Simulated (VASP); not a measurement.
# Ti (P6/mmm) in VASP: notebook

Runs on Ti. Level: PBEsol. Tasks: single point.

All numbers are computed with VASP 6.6.1; they aren't measurements. Logs are shortened: lines on timing, memory, paths and dates and some standing lists are left out, and cuts for length are marked.

## (1) The cell of the first run

The structure is hexagonal, space group P6/mmm (No. 191). Conventional cell: a = 4.380 Å, b = 4.380 Å, c = 3.067 Å, α = 90.00°, β = 90.00°, γ = 120.00°. Ti (site symmetry 6/mmm) has 14 Ti at 2.96 to 3.07 Å within 3.9 Å. Within 3.3 Å of Ti (site symmetry -6m2) lie 11 Ti at 2.53 to 3.07 Å.

## (2) Single point, PBEsol

File INCAR:

```
ALGO = Fast ; EDIFF = 1E-6
ENCUT = 520 ; GGA = PS
ISIF = 2 ; ISMEAR = 0
LASPH = T ; LCHARG = F
LREAL = F ; LWAVE = F
NBANDS = 25 ; NELM = 60
PREC = Accurate ; SIGMA = 0.15
```

File KPOINTS:

```
k-points
0
Gamma
  12 12 14
```

File POSCAR:

```
Ti
1.0
    4.3795000000      0.0000000000      0.0000000000
   -2.1897500000      3.7927582559      0.0000000000
    0.0000000000      0.0000000000      3.0669000000
Ti
3
Direct
    0.0000000000      0.0000000000      0.0000000000
    0.3333333333      0.6666666667      0.5000000000
    0.6666666667      0.3333333333      0.5000000000
```

Potentials or basis: VASP PAW PBE potentials, release 64 (Ti_sv).

Started as:

```bash
$ cat potpaw_PBE.64/Ti_sv/POTCAR > POTCAR
$ mpirun -np 1 vasp_std > vasp.out
```

OUTCAR:

```text
EDIFF = 1E-6
   ENCUT = 520
   GGA = PS
   ISIF = 2
   ISMEAR = 0
   LASPH = T
   LREAL = F
   NELM = 60
   PREC = Accurate

 ion  position               nearest neighbor table
   1  0.000  0.000  0.000-
   2  0.333  0.667  0.500-   3 2.53   3 2.53   3 2.53
   3  0.667  0.333  0.500-   2 2.53   2 2.53   2 2.53

  LATTYP: Found a hexagonal cell.
 ALAT       =     4.3795000000
 C/A-ratio  =     0.7002854207

  Lattice vectors:

 A1 = (   4.3795000000,   0.0000000000,   0.0000000000)
 A2 = (  -2.1897500000,   3.7927582559,   0.0000000000)
 A3 = (   0.0000000000,   0.0000000000,   3.0669000000)

Analysis of symmetry for initial positions (statically):
=====================================================================
 Subroutine PRICEL returns:
 Original cell was already a primitive cell.

 Routine SETGRP: Setting up the symmetry group for a
 hexagonal supercell.

 Subroutine GETGRP returns: Found 24 space group operations
 (whereof 24 operations were pure point group operations)
 out of a pool of 24 trial point group operations.

The static configuration has the point symmetry D_6h.

Analysis of symmetry for dynamics (positions and initial velocities):
=====================================================================
 Subroutine PRICEL returns:
 Original cell was already a primitive cell.

 Routine SETGRP: Setting up the symmetry group for a
 hexagonal supercell.

 Subroutine GETGRP returns: Found 24 space group operations
 (whereof 24 operations were pure point group operations)
 out of a pool of 24 trial point group operations.

The dynamic configuration has the point symmetry D_6h.

 Subroutine INISYM returns: Found 24 space group operations
 (whereof 24 operations are pure point group operations),
 and found     1 'primitive' translations

----------------------------------------------------------------------------------------

                                     Primitive cell

  volume of cell :      50.9424

  direct lattice vectors                    reciprocal lattice vectors
     4.379500000  0.000000000  0.000000000     0.228336568  0.131830179  0.000000000
    -2.189750000  3.792758256  0.000000000     0.000000000  0.263660358  0.000000000
     0.000000000  0.000000000  3.066900000     0.000000000  0.000000000  0.326062147

  length of vectors
     4.379500000  4.379500000  3.066900000     0.263660358  0.263660358  0.326062147

  position of ions in fractional coordinates (direct lattice)
     0.000000000  0.000000000  0.000000000
     0.333333333  0.666666667  0.500000000
     0.666666667  0.333333333  0.500000000

  ion indices of the primitive-cell ions
   primitive index   ion index
                 1           1
                 2           2
                 3           3

----------------------------------------------------------------------------------------

 KPOINTS: k-points

Automatic generation of k-mesh.
 Grid dimensions read from file:
 generate k-points for:   12   12   14

 Generating k-lattice:

  Cartesian coordinates                     Fractional coordinates (reciprocal lattice)
     0.019028047  0.010985848  0.000000000     0.083333333  0.000000000  0.000000000
     0.000000000  0.021971697  0.000000000     0.000000000  0.083333333  0.000000000
     0.000000000  0.000000000  0.023290153     0.000000000  0.000000000  0.071428571

  Length of vectors
     0.021971697  0.021971697  0.023290153

  Shift w.r.t. Gamma in fractional coordinates (k-lattice)
     0.000000000  0.000000000  0.000000000

 Subroutine IBZKPT returns following result:
 ===========================================

 Found    152 irreducible k-points:

 Following reciprocal coordinates:
            Coordinates               Weight
  0.000000  0.000000  0.000000      1.000000
  0.083333  0.000000  0.000000      6.000000
  0.166667 -0.000000  0.000000      6.000000
  0.250000 -0.000000  0.000000      6.000000
  0.333333  0.000000  0.000000      6.000000
  0.416667 -0.000000  0.000000      6.000000
[... 16 lines left out ...]
  0.250000 -0.000000  0.071429     12.000000
  0.333333  0.000000  0.071429     12.000000
 [... further k-points ...]
   k-points           NKPTS =    152   k-points in BZ     NKDIM =    152   number of bands    NBANDS=     25
   number of dos      NEDOS =    301   number of ions     NIONS =      3
   total plane-waves  NPLWV =  31104
   dimension x,y,z NGX =    36 NGY =   36 NGZ =   24
   dimension x,y,z NGXF=    72 NGYF=   72 NGZF=   48
   ions per type =               3
   NGX,Y,Z   is equivalent  to a cutoff of  13.67, 13.67, 13.01 a.u.
   NGXF,Y,Z  is equivalent  to a cutoff of  27.33, 27.33, 26.02 a.u.
 SYSTEM =  unknown system
   PREC   = accura    normal or accurate (medium, high low for compatibility)
   ISTART =      0    job   : 0-new  1-cont  2-samecut
   ICHARG =      2    charge: 1-file 2-atom 10-const
   ISPIN  =      1    spin polarized calculation?
   LNONCOLLINEAR =      F non collinear calculations
   LSORBIT =      F    spin-orbit coupling
   LASPH  =      T    aspherical Exc in radial PAW
   ENCUT  =  520.0 eV  38.22 Ry    6.18 a.u.   8.14  8.14  5.70*2*pi/ulx,y,z
   NELM   =     60;   NELMIN=  2; NELMDL= -5     # of ELM steps
   EDIFF  = 0.1E-05   stopping-criterion for ELM
   LREAL  =      F    real-space projection
   EDIFFG = 0.1E-04   stopping-criterion for IOM
   NSW    =      0    number of steps for IOM
   IBRION =     -1    ionic relax: 0-MD 1-quasi-New 2-CG
   NFREE  =      0    steps in history (QN), initial steepest desc. (CG)
   ISIF   =      2    stress and relaxation
   ISYM   =      2    0-nonsym 1-usesym 2-fastsym
   POTIM  = 0.5000    time-step for ionic-motion
   TEBEG  =    0.0;   TEEND  =   0.0 temperature during run
   PSTRESS=    0.0 pullay stress
   NELECT =      36.0000    total number of electrons
   NUPDOWN=      -1.0000    fix difference up-down
   EMIN   =  10.00;   EMAX   =-10.00  energy-range for DOS
   EFERMI =   0.00;   METHOD = LEGACY
   ISMEAR =     0;   SIGMA  =   0.15  broadening in eV -4-tet -1-fermi 0-gaus
   EFERMI_NEDOS =   21; number of points for ismear=-14 and -15
   IALGO  =     68    algorithm
   IMIX   =      4    mixing-type and parameters
     AMIX     =   0.40;   BMIX     =  1.00
     AMIX_MAG =   1.60;   BMIX_MAG =  1.00
  volume/ion in A,a.u.               =      16.98       114.59
  Fermi-wavevector in a.u.,A,eV,Ry     =   1.458196  2.755591 28.930551  2.126336
  Thomas-Fermi vector in A             =   2.574909
   LORBIT       =      0    0 simple, 1 ext, 2 COOP (PROOUT), +10 PAW based schemes
   GGA     = PS    functional components
   LHFCALC =     F    Hartree Fock is set to
   AEXX    =    0.0000 exact exchange contribution
   IVDW    =     0    specifies the selected vdW correction
   LEPSILON=     F    determine dielectric tensor
   LRPA    =     F    only Hartree local field effects (RPA)
 non-spin polarized calculation
 RMM-DIIS sequential band-by-band and
 Gauss-broadening in eV      SIGMA  =   0.15
  energy-cutoff  :      520.00
  volume of cell :       50.94
 maximum number of plane-waves:      1394
 NGX is ok and might be reduce to    36

 number of electron      35.9999997 magnetization

 Free energy of the ion-electron system (eV)
  ---------------------------------------------------
  ext. energy  EPLUGINS =         0.00000000
  ---------------------------------------------------
  free energy    TOTEN  =       -24.79315040 eV

  energy without entropy =      -24.75572501  energy(sigma->0) =      -24.77443771

 E-fermi :   8.3809     XC(G=0): -11.7249

 val. band max:        8.3715509596   @ k =   0.5000  -0.0000   0.2857
 cond. band min:       8.3837114666   @ k =   0.4167   0.1667   0.1429
 fundamental gap:      0.0121605070
 Fermi energy:         8.3808725520

 k-point     1 :       0.0000    0.0000    0.0000
  band No.  band energies     occupation
      1     -48.3590      2.00000
      2     -48.0186      2.00000
      3     -47.7479      2.00000
      4     -24.7785      2.00000
      5     -24.7785      2.00000
      6     -24.6863      2.00000
[... 17 lines left out ...]
     24       9.7072      0.00000
     25       9.7607      0.00000

 k-point     2 :       0.0833    0.0000    0.0000
  band No.  band energies     occupation
      1     -48.3580      2.00000
      2     -48.0155      2.00000
      3     -47.7523      2.00000
      4     -24.8092      2.00000
      5     -24.8035      2.00000
      6     -24.6572      2.00000
[... 17 lines left out ...]
     24       9.8797      0.00000
     25       9.9370      0.00000

 k-point     3 :       0.1667   -0.0000    0.0000
  band No.  band energies     occupation
      1     -48.3551      2.00000
      2     -48.0060      2.00000
      3     -47.7652      2.00000
      4     -24.8607      2.00000
      5     -24.8297      2.00000
      6     -24.6103      2.00000
[... 17 lines left out ...]
     24      10.1372      0.00000
     25      10.3022      0.00000

 k-point     4 :       0.2500   -0.0000    0.0000
  band No.  band energies     occupation
      1     -48.3514      2.00000
      2     -47.9907      2.00000
      3     -47.7851      2.00000
      4     -24.9090      2.00000
      5     -24.8323      2.00000
      6     -24.5684      2.00000
[... 17 lines left out ...]
     24      10.4118      0.00000
     25      10.6895      0.00000
[... 477 lines left out ...]
 k-point    22 :       0.1667   -0.0000    0.0714
  band No.  band energies     occupation
      1     -48.3535      2.00000
      2     -48.0055      2.00000
      3     -47.7642      2.00000
      4     -24.8557      2.00000
      5     -24.8263      2.00000
      6     -24.6112      2.00000
[... 17 lines left out ...]
     24      10.0467      0.00000
     25      10.4429      0.00000

 k-point    23 :       0.2500   -0.0000    0.0714
  band No.  band energies     occupation
      1     -48.3500      2.00000
      2     -47.9899      2.00000
      3     -47.7841      2.00000
      4     -24.9032      2.00000
      5     -24.8298      2.00000
      6     -24.5708      2.00000
[... 17 lines left out ...]
     24      10.3516      0.00000
     25      10.8167      0.00000

 k-point    24 :       0.3333    0.0000    0.0714
  band No.  band energies     occupation
      1     -48.3466      2.00000
      2     -47.9699      2.00000
      3     -47.8083      2.00000
      4     -24.9407      2.00000
      5     -24.8101      2.00000
      6     -24.5404      2.00000
[... 17 lines left out ...]
     24      10.6060      0.00000
     25      10.6835      0.00000

 [... further k-points ...]
[... 5 lines left out ...]
  --------------------------------------------------------------------------------------
  -------------------------------------------------------------------------------------
  Total        0.7762517      0.7762517     -5.0436710      0.0000000      0.0000000      0.0000000
  in kB       24.4137141     24.4137141   -158.6273336      0.0000000      0.0000000      0.0000000
  external PRESSURE =     -36.5999685 kB  Pullay stress =       0.0000000 kB

 VOLUME and BASIS-vectors are now :
 -----------------------------------------------------------------------------
  energy-cutoff  :      520.00
  volume of cell :       50.94
      direct lattice vectors                 reciprocal lattice vectors
     4.379500000  0.000000000  0.000000000     0.228336568  0.131830179  0.000000000
    -2.189750000  3.792758256  0.000000000     0.000000000  0.263660358  0.000000000
     0.000000000  0.000000000  3.066900000     0.000000000  0.000000000  0.326062147

 POSITION                                       TOTAL-FORCE (eV/Angst)
 -----------------------------------------------------------------------------------
      0.00000      0.00000      0.00000         0.000000      0.000000      0.000000
     -0.00000      2.52851      1.53345        -0.000000      0.000000     -0.000000
      2.18975      1.26425      1.53345         0.000000      0.000000      0.000000
 -----------------------------------------------------------------------------------
    total drift:                                0.000000      0.000000     -0.000000

  FREE ENERGIE OF THE ION-ELECTRON SYSTEM (eV)
  ---------------------------------------------------
  free  energy   TOTEN  =       -24.7931504026 eV

  energy  without entropy=      -24.7557250108  energy(sigma->0) =      -24.77443771
```

It took 8.9 min on 1 thread of Intel Xeon Platinum 8488C (Sapphire Rapids), shared host; peak memory 0.28 GiB.

What came out:

```yaml
Free_energy: -24.7932 eV
Pressure: -3.7 GPa
Band_gap_on_the_k_mesh: zero (band 18 reaches 8.77 eV, above the bottom of band 19 at 8.16 eV)
```

Stress tensor (GPa, compression positive):
```
  2.44   0.00   0.00
  0.00   2.44   0.00
  0.00   0.00 -15.86
```

Caveat: the PAW data sets were made with another functional, which shifts forces and pressure a little.

## (3) Single point, PBEsol

This run uses another cell than the first one, of the same volume but with other edges.

File INCAR:

```
PREC     = Accurate       # precision mode
ENCUT    = 520            # plane-wave cutoff, eV
EDIFF    = 1E-6           # SCF threshold, eV
ISMEAR   = 0              # smearing method
SIGMA    = 0.15           # smearing width, eV
LREAL    = False          # projectors in reciprocal space
LASPH    = True           # aspherical terms in the spheres
NELM     = 80             # most SCF steps
ALGO     = Fast           # electronic algorithm
ISIF     = 2              # what is computed and relaxed
LWAVE    = False          # write WAVECAR
LCHARG   = True           # write CHGCAR
GGA      = PS             # functional
LELF     = True           # ELF
LVHAR    = True         
NBANDS   = 25             # bands
```

File KPOINTS:

```
Automatic mesh
0
Gamma
  12 12 14
```

File POSCAR:

```
Ti
1.0
    4.5420000000      0.0000000000      0.0000000000
   -2.2710000000      3.9334873840      0.0000000000
    0.0000000000      0.0000000000      2.8543000000
Ti
3
Direct
    0.0000000000      0.0000000000      0.0000000000
    0.3333333333      0.6666666667      0.5000000000
    0.6666666667      0.3333333333      0.5000000000
```

Potentials or basis: VASP PAW PBE potentials, release 64 (Ti_sv).

Started as:

```bash
$ cat potpaw_PBE.64/Ti_sv/POTCAR > POTCAR
$ mpirun -np 1 vasp_std > vasp.out
```

It took 7.2 min on 1 thread of Intel Xeon Platinum 8488C (Sapphire Rapids), shared host; peak memory 0.27 GiB.

It converged, with:

```yaml
Free_energy: -25.0501 eV
Pressure: -3.9 GPa
Band_gap_on_the_k_mesh: zero (band 18 reaches 8.58 eV, above the bottom of band 19 at 8.24 eV)
```

Stress tensor (GPa, compression positive):
```
-3.04  0.00  0.00
 0.00 -3.04  0.00
 0.00  0.00 -5.64
```

Levels at points of the mesh, in eV from the Fermi level:
```tsv
k point	band 15	band 16	band 17	band 18	band 19	band 20	band 21	band 22
(0.00, 0.00, 0.00)	-0.69	-0.69	-0.59	-0.59	0.05	0.76	1.31	1.31
(0.50, 0.00, 0.00)	-2.64	-0.42	-0.36	-0.33	0.09	0.61	0.91	1.21
(0.00, 0.00, 0.50)	-2.11	-1.81	-1.63	-1.63	1.11	1.11	1.23	1.23
(0.50, 0.00, 0.50)	-1.69	-1.17	-0.71	-0.70	0.36	0.79	0.90	1.04
```

Caveat: the PAW data sets were made with another functional, which shifts forces and pressure a little.

(Continued in part 2 of 2.)
